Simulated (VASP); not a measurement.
KBr:

```
K Br
1.0
     3.97626   -0.01014    0.00000
    -0.01014    3.97626    0.00000
     0.00000    0.00000    3.97626
K Br
1 1
Direct
  0.00000 0.00000 0.00000
  0.50000 0.50000 0.50000
```

This cell differs from its parent crystal: shear xy strain -0.5%.

Base run:

| Quantity | Value |
| --- | --- |
| Program | VASP 6.6.1 |
| Functional | r2SCAN |
| Potentials or basis | VASP PAW PBE potentials, release 64 (K_sv, Br) |
| Cutoff | 520 eV |
| k mesh | 6 × 6 × 6 |
| Occupations | gaussian, width 0.01 eV |
| Spin | no spin polarisation |

Its results: band gap on the k mesh 4.77 eV (least direct gap 5.05 eV); pressure 0.0 GPa.

The run is repeated on the same cell with these changes: functional from r2SCAN to HSE06; k mesh from 6 × 6 × 6 to 4 × 4 × 4. What comes out?

Band gap on the k mesh 5.19 eV (least direct gap 5.49 eV); pressure 0.5 GPa.

Several settings changed at once.

Caveats: the structure was generated, so it needn't be the stable form of KBr; the PAW data sets were made with another functional, which shifts forces and pressure a little.

A k mesh can miss the band edges.
